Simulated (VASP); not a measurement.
# Hf4N (Pm-3m) in VASP: further runs

Hf4N is run at these levels: PBE; tasks: relaxation of cell and atoms.

All numbers are computed with VASP 6.6.1; they aren't measurements. Logs are shortened: lines on timing, memory, paths and dates and some standing lists are left out, and cuts for length are marked.

## 1. The cell of the first run

It takes space group Pm-3m (No. 221, cubic). Conventional cell: a = 4.512 Å, b = 4.512 Å, c = 4.512 Å, α = 90.00°, β = 90.00°, γ = 90.00°. Within 3.0 Å of Hf (site symmetry 4/mmm) lie 2 N at 2.26 Å. Hf (site symmetry m-3m) has 12 Hf at 3.19 Å and 8 N at 3.91 Å within 4.2 Å. Within 3.0 Å of N (site symmetry m-3m) lie 6 Hf at 2.26 Å.

The cell was generated, and may not be a known phase.

## 2. Relaxation of cell and atoms, PBE

File INCAR:

```
SYSTEM = Hf4N
PREC     = Accurate       ! precision mode
ENCUT    = 600            ! plane-wave cutoff, eV
EDIFF    = 1E-6           ! SCF threshold, eV
ISMEAR   = 0              ! smearing method
SIGMA    = 0.1            ! smearing width, eV
LREAL    = .False.        ! projectors in reciprocal space
LASPH    = .True.         ! aspherical terms in the spheres
NELM     = 80             ! most SCF steps
ALGO     = Normal         ! electronic algorithm
ISIF     = 3              ! what is computed and relaxed
LWAVE    = .False.        ! write WAVECAR
LCHARG   = .False.        ! write CHGCAR
GGA      = PE             ! functional
IBRION   = 2              ! ionic algorithm
NSW      = 100            ! ionic steps
EDIFFG   = -0.01          ! ionic threshold
```

File KPOINTS:

```
regular mesh
0
Gamma
  8 8 8
  0 0 0
```

File POSCAR:

```
Hf4N
1.0
    4.5122724000      0.0000000000      0.0000000000
    0.0000000000      4.5122724000      0.0000000000
    0.0000000000      0.0000000000      4.5122724000
Hf N
4 1
Direct
    0.5000000000      0.0000000000      0.0000000000
    0.0000000000      0.5000000000      0.0000000000
    0.0000000000      0.0000000000      0.5000000000
    0.5000000000      0.5000000000      0.5000000000
    0.0000000000      0.0000000000      0.0000000000
```

Potentials or basis: VASP PAW PBE potentials, release 64 (Hf_pv, N).

On the command line:

```console
$ cat potpaw_PBE.64/Hf_pv/POTCAR potpaw_PBE.64/N/POTCAR > POTCAR
$ mpirun -np 1 vasp_std > vasp.out
```

OUTCAR:

```text
SYSTEM = Hf4N
   PREC = Accurate
   ENCUT = 600
   EDIFF = 1E-6
   ISMEAR = 0
   LREAL = .False.
   LASPH = .True.
   NELM = 80
   ISIF = 3
   GGA = PE
   IBRION = 2
   NSW = 100
   EDIFFG = -0.01

 ion  position               nearest neighbor table
   1  0.500  0.000  0.000-   5 2.26   5 2.26   4 3.19   2 3.19   3 3.19   4 3.19   2 3.19   4 3.19
                             4 3.19   2 3.19   3 3.19   3 3.19   3 3.19   2 3.19
   2  0.000  0.500  0.000-   5 2.26   5 2.26   4 3.19   1 3.19   3 3.19   4 3.19   1 3.19   3 3.19
                             3 3.19   3 3.19   1 3.19   4 3.19   4 3.19   1 3.19
   3  0.000  0.000  0.500-   5 2.26   5 2.26   4 3.19   1 3.19   1 3.19   2 3.19   2 3.19   2 3.19
                             4 3.19   2 3.19   1 3.19   4 3.19   1 3.19   4 3.19
   4  0.500  0.500  0.500-   1 3.19   2 3.19   3 3.19   1 3.19   2 3.19   1 3.19   3 3.19   1 3.19
                             2 3.19   3 3.19   2 3.19   3 3.19
   5  0.000  0.000  0.000-   1 2.26   2 2.26   3 2.26   3 2.26   2 2.26   1 2.26

  LATTYP: Found a simple cubic cell.
 ALAT       =     4.5122724000

  Lattice vectors:

 A1 = (   4.5122724000,   0.0000000000,   0.0000000000)
 A2 = (   0.0000000000,   4.5122724000,   0.0000000000)
 A3 = (   0.0000000000,   0.0000000000,   4.5122724000)

Analysis of symmetry for initial positions (statically):
=====================================================================
 Subroutine PRICEL returns:
 Original cell was already a primitive cell.

 Routine SETGRP: Setting up the symmetry group for a
 simple cubic supercell.

 Subroutine GETGRP returns: Found 48 space group operations
 (whereof 48 operations were pure point group operations)
 out of a pool of 48 trial point group operations.

The static configuration has the point symmetry O_h .

Analysis of symmetry for dynamics (positions and initial velocities):
=====================================================================
 Subroutine PRICEL returns:
 Original cell was already a primitive cell.

 Routine SETGRP: Setting up the symmetry group for a
 simple cubic supercell.

 Subroutine GETGRP returns: Found 48 space group operations
 (whereof 48 operations were pure point group operations)
 out of a pool of 48 trial point group operations.

The dynamic configuration has the point symmetry O_h .

 Subroutine INISYM returns: Found 48 space group operations
 (whereof 48 operations are pure point group operations),
 and found     1 'primitive' translations

----------------------------------------------------------------------------------------

[... 109 lines left out ...]
   NELECT =      45.0000    total number of electrons
   NUPDOWN=      -1.0000    fix difference up-down
   EMIN   =  10.00;   EMAX   =-10.00  energy-range for DOS
   EFERMI =   0.00;   METHOD = LEGACY
   ISMEAR =     0;   SIGMA  =   0.10  broadening in eV -4-tet -1-fermi 0-gaus
   EFERMI_NEDOS =   21; number of points for ismear=-14 and -15
   IALGO  =     38    algorithm
   IMIX   =      4    mixing-type and parameters
     AMIX     =   0.40;   BMIX     =  1.00
     AMIX_MAG =   1.60;   BMIX_MAG =  1.00
  volume/ion in A,a.u.               =      18.37       124.00
  Fermi-wavevector in a.u.,A,eV,Ry     =   1.290477  2.438648 22.658212  1.665332
  Thomas-Fermi vector in A             =   2.422306
   LORBIT       =      0    0 simple, 1 ext, 2 COOP (PROOUT), +10 PAW based schemes
   GGA     = PE    functional components
   LHFCALC =     F    Hartree Fock is set to
   AEXX    =    0.0000 exact exchange contribution
   IVDW    =     0    specifies the selected vdW correction
   LEPSILON=     F    determine dielectric tensor
   LRPA    =     F    only Hartree local field effects (RPA)
 conjugate gradient relaxation of ions
 non-spin polarized calculation
 Gauss-broadening in eV      SIGMA  =   0.10
  energy-cutoff  :      600.00
  volume of cell :       91.87
 maximum number of plane-waves:      3112
   NGX = 19   NGY = 19   NGZ = 19

--------------------------------------- Ionic step        1  -------------------------------------------

 number of electron      44.9999995 magnetization

 Free energy of the ion-electron system (eV)
  ---------------------------------------------------
  ext. energy  EPLUGINS =         0.00000000
  ---------------------------------------------------
  free energy    TOTEN  =       -51.59223981 eV

  energy without entropy =      -51.55904789  energy(sigma->0) =      -51.57564385

------------------------ aborting loop because EDIFF is reached ----------------------------------------

  FORCE on cell =-STRESS in cart. coord.  units (eV):
  Direction    XX          YY          ZZ          XY          YZ          ZX
  --------------------------------------------------------------------------------------
  -------------------------------------------------------------------------------------
  Total       -0.4866804     -0.4866804     -0.4866804     -0.0000000     -0.0000000      0.0000000
  in kB       -8.4872799     -8.4872799     -8.4872799     -0.0000000     -0.0000000      0.0000000
  external PRESSURE =      -8.4872799 kB  Pullay stress =       0.0000000 kB
[... 65 lines left out ...]
--------------------------------------- Ionic step        3  -------------------------------------------

 number of electron      44.9999993 magnetization

 Free energy of the ion-electron system (eV)
  ---------------------------------------------------
  ext. energy  EPLUGINS =         0.00000000
  ---------------------------------------------------
  free energy    TOTEN  =       -51.59369563 eV

  energy without entropy =      -51.56072239  energy(sigma->0) =      -51.57720901

 E-fermi :   5.1585     XC(G=0): -11.5941

 val. band max:        5.1561020803   @ k =   0.3750   0.1250   0.1250
 cond. band min:       5.1882929440   @ k =   0.3750   0.2500   0.2500
 fundamental gap:      0.0321908637
 Fermi energy:         5.1585299742

 k-point     1 :       0.0000    0.0000    0.0000
  band No.  band energies     occupation
      1     -25.5134      2.00000
      2     -25.5134      2.00000
      3     -25.5134      2.00000
      4     -25.0744      2.00000
      5     -25.0744      2.00000
      6     -25.0744      2.00000
[... 709 lines left out ...]
     26       6.5177      0.00000
     27       7.5331      0.00000

 [... further k-points ...]

------------------------ aborting loop because EDIFF is reached ----------------------------------------

  FORCE on cell =-STRESS in cart. coord.  units (eV):
  Direction    XX          YY          ZZ          XY          YZ          ZX
  --------------------------------------------------------------------------------------
  -------------------------------------------------------------------------------------
  Total        0.0026673      0.0026673      0.0026673     -0.0000000     -0.0000000     -0.0000000
  in kB        0.0467920      0.0467920      0.0467920     -0.0000000     -0.0000000     -0.0000000
  external PRESSURE =       0.0467920 kB  Pullay stress =       0.0000000 kB
[... 20 lines left out ...]
  FREE ENERGIE OF THE ION-ELECTRON SYSTEM (eV)
  ---------------------------------------------------
  free  energy   TOTEN  =       -51.5936956293 eV

  energy  without entropy=      -51.5607223869  energy(sigma->0) =      -51.57720901

 reached required accuracy - stopping structural energy minimisation
```

CONTCAR:

```text
Hf4N
   1.00000000000000
     4.5033395891622856   -0.0000000000000000    0.0000000000000000
    -0.0000000000000000    4.5033395891622856   -0.0000000000000000
    -0.0000000000000000   -0.0000000000000000    4.5033395891622856
  Hf              N
     4     1
Direct
     0.5000000000000000    0.0000000000000000    0.0000000000000000
     0.0000000000000000    0.5000000000000000    0.0000000000000000
     0.0000000000000000    0.0000000000000000    0.5000000000000000
     0.5000000000000000    0.5000000000000000    0.5000000000000000
     0.0000000000000000    0.0000000000000000    0.0000000000000000

  0.00000000E+00  0.00000000E+00  0.00000000E+00
  0.00000000E+00  0.00000000E+00  0.00000000E+00
  0.00000000E+00  0.00000000E+00  0.00000000E+00
  0.00000000E+00  0.00000000E+00  0.00000000E+00
  0.00000000E+00  0.00000000E+00  0.00000000E+00
```

It took 3.3 min on 1 thread of Intel Xeon 8259CL, shared host; peak memory 0.27 GiB.

What came out:

```
Free energy                           : -51.5937 eV
Relaxed volume                        : 18.27 Å³/atom
Relaxed cell                          : a = 4.503 Å, b = 4.503 Å, c = 4.503 Å, α = 90.00°, β = 90.00°, γ = 90.00°
Space group after relaxing (to 0.1 Å) : Pm-3m (No. 221)
Energy gained by relaxing             : 0.3 meV/atom
Ionic steps                           : 3
Pressure after relaxing               : 0.0 GPa
Band gap on the k mesh                : zero (an odd number of electrons rules out a gap without spin polarisation)
```

Step by step:
```tsv
step	energy change (eV)	largest force (eV/Å)	pressure (GPa)	volume (Å³)
1	0.0000	0.0000	-0.85	91.87
2	0.0013	0.0000	1.22	90.58
3	-0.0015	0.0000	0.00	91.33
```

Final structure:
```cif
data_structure
_symmetry_space_group_name_H-M 'P 1'
_symmetry_Int_Tables_number 1
_cell_length_a 4.5033
_cell_length_b 4.5033
_cell_length_c 4.5033
_cell_angle_alpha 90.000
_cell_angle_beta 90.000
_cell_angle_gamma 90.000
_cell_volume 91.33
loop_
_atom_site_label
_atom_site_type_symbol
_atom_site_fract_x
_atom_site_fract_y
_atom_site_fract_z
_atom_site_occupancy
Hf1 Hf 0.50000 0.00000 0.00000 1
Hf2 Hf 0.00000 0.50000 0.00000 1
Hf3 Hf 0.00000 0.00000 0.50000 1
Hf4 Hf 0.50000 0.50000 0.50000 1
N1 N 0.00000 0.00000 0.00000 1
```

Levels at points of the mesh, in eV from the Fermi level:
```csv
k point,band 21,band 22,band 23,band 24,band 25,band 26
"(0.00, 0.00, 0.00)",-2.10,-2.10,1.38,1.38,1.38,3.92
"(0.50, 0.00, 0.00)",-0.55,-0.44,-0.44,1.20,1.20,1.25
"(0.50, 0.50, 0.00)",-0.35,-0.35,-0.26,0.15,0.89,0.89
"(0.50, 0.50, 0.50)",0.58,0.58,0.58,1.23,1.23,1.23
```

Caveat: spin-orbit coupling is left out, which moves the levels of the heavy elements.

## 3. Relaxation of cell and atoms, PBE

File INCAR:

```
PREC = Accurate ; ENCUT = 600
EDIFF = 1E-6 ; ISMEAR = -1
SIGMA = 0.15 ; LREAL = F
LASPH = T ; NELM = 60
ALGO = Normal ; ISIF = 3
LWAVE = F ; LCHARG = F
GGA = PE ; IBRION = 2
NSW = 80 ; EDIFFG = -0.001
```

File KPOINTS:

```
Automatic mesh
0
Gamma
  8 8 8
```

POSCAR is that of step 2.

Potentials or basis: VASP PAW PBE potentials, release 64 (Hf_pv, N).

On the command line:

```console
$ cat potpaw_PBE.64/Hf_pv/POTCAR potpaw_PBE.64/N/POTCAR > POTCAR
$ mpirun -np 1 vasp_std > vasp.out
```

OUTCAR:

```text
PREC = Accurate
   ENCUT = 600
   EDIFF = 1E-6
   ISMEAR = -1
   LREAL = F
   LASPH = T
   NELM = 60
   ISIF = 3
   GGA = PE
   IBRION = 2
   NSW = 80
   EDIFFG = -0.001

 ion  position               nearest neighbor table
   1  0.500  0.000  0.000-   5 2.26   5 2.26   4 3.19   2 3.19   3 3.19   4 3.19   2 3.19   4 3.19
                             4 3.19   2 3.19   3 3.19   3 3.19   3 3.19   2 3.19
   2  0.000  0.500  0.000-   5 2.26   5 2.26   4 3.19   1 3.19   3 3.19   4 3.19   1 3.19   3 3.19
                             3 3.19   3 3.19   1 3.19   4 3.19   4 3.19   1 3.19
   3  0.000  0.000  0.500-   5 2.26   5 2.26   4 3.19   1 3.19   1 3.19   2 3.19   2 3.19   2 3.19
                             4 3.19   2 3.19   1 3.19   4 3.19   1 3.19   4 3.19
   4  0.500  0.500  0.500-   1 3.19   2 3.19   3 3.19   1 3.19   2 3.19   1 3.19   3 3.19   1 3.19
                             2 3.19   3 3.19   2 3.19   3 3.19
   5  0.000  0.000  0.000-   1 2.26   2 2.26   3 2.26   3 2.26   2 2.26   1 2.26

  LATTYP: Found a simple cubic cell.
[... 277 lines left out ...]

 val. band max:        5.1423136789   @ k =   0.3750   0.1250   0.1250
 cond. band min:       5.1733572915   @ k =   0.3750   0.2500   0.2500
 fundamental gap:      0.0310436126
 Fermi energy:         5.1706902155

 k-point     1 :       0.0000    0.0000    0.0000
  band No.  band energies     occupation
      1     -25.5328      2.00000
      2     -25.5328      2.00000
      3     -25.5328      2.00000
      4     -25.0965      2.00000
      5     -25.0965      2.00000
      6     -25.0965      2.00000
[... 709 lines left out ...]
     26       6.5018      0.00028
     27       7.5145      0.00000

 [... further k-points ...]

------------------------ aborting loop because EDIFF is reached ----------------------------------------

  FORCE on cell =-STRESS in cart. coord.  units (eV):
  Direction    XX          YY          ZZ          XY          YZ          ZX
  --------------------------------------------------------------------------------------
  -------------------------------------------------------------------------------------
  Total        0.0029469      0.0029469      0.0029469     -0.0000000     -0.0000000      0.0000000
  in kB        0.0515884      0.0515884      0.0515884     -0.0000000     -0.0000000      0.0000000
  external PRESSURE =       0.0515884 kB  Pullay stress =       0.0000000 kB
[... 20 lines left out ...]
  FREE ENERGIE OF THE ION-ELECTRON SYSTEM (eV)
  ---------------------------------------------------
  free  energy   TOTEN  =       -51.7512386727 eV

  energy  without entropy=      -51.4396363793  energy(sigma->0) =      -51.59543753

 reached required accuracy - stopping structural energy minimisation
```

It took 3.3 min on 1 thread of Intel Xeon 8259CL, shared host; peak memory 0.27 GiB.

Results:

```
Free energy                           : -51.7512 eV
Relaxed volume                        : 18.30 Å³/atom
Relaxed cell                          : a = 4.507 Å, b = 4.507 Å, c = 4.507 Å, α = 90.00°, β = 90.00°, γ = 90.00°
Space group after relaxing (to 0.1 Å) : Pm-3m (No. 221)
Energy gained by relaxing             : 0.1 meV/atom
Ionic steps                           : 3
Pressure after relaxing               : 0.0 GPa
Band gap on the k mesh                : zero (an odd number of electrons rules out a gap without spin polarisation)
```

The path:
| step | energy change (eV) | largest force (eV/Å) | pressure (GPa) | volume (Å³) |
| --- | --- | --- | --- | --- |
| 1 | 0.0000 | 0.0000 | -0.55 | 91.87 |
| 2 | 0.0006 | 0.0000 | 0.81 | 91.03 |
| 3 | -0.0006 | 0.0000 | 0.01 | 91.52 |

Final structure:
```
CELL_PARAMETERS angstrom
4.50650 0.00000 0.00000
0.00000 4.50650 0.00000
0.00000 0.00000 4.50650
ATOMIC_POSITIONS crystal
Hf 0.50000 0.00000 0.00000
Hf 0.00000 0.50000 0.00000
Hf 0.00000 0.00000 0.50000
Hf 0.50000 0.50000 0.50000
N 0.00000 0.00000 0.00000
```

Levels at points of the mesh, in eV from the Fermi level:
| k point | band 20 | band 21 | band 22 | band 23 | band 24 | band 25 | band 26 | band 27 |
| --- | --- | --- | --- | --- | --- | --- | --- | --- |
| (0.00, 0.00, 0.00) | -2.12 | -2.12 | -2.12 | 1.36 | 1.36 | 1.36 | 3.88 | 3.89 |
| (0.50, 0.00, 0.00) | -0.92 | -0.58 | -0.46 | -0.46 | 1.17 | 1.17 | 1.22 | 2.06 |
| (0.50, 0.50, 0.00) | -1.55 | -0.37 | -0.37 | -0.29 | 0.12 | 0.86 | 0.86 | 2.55 |
| (0.50, 0.50, 0.50) | -1.55 | 0.55 | 0.55 | 0.55 | 1.20 | 1.20 | 1.20 | 1.33 |

Caveat: spin-orbit coupling is left out, which moves the levels of the heavy elements.

The gap in the log of VASP goes by the Fermi energy; the results here count the filled bands.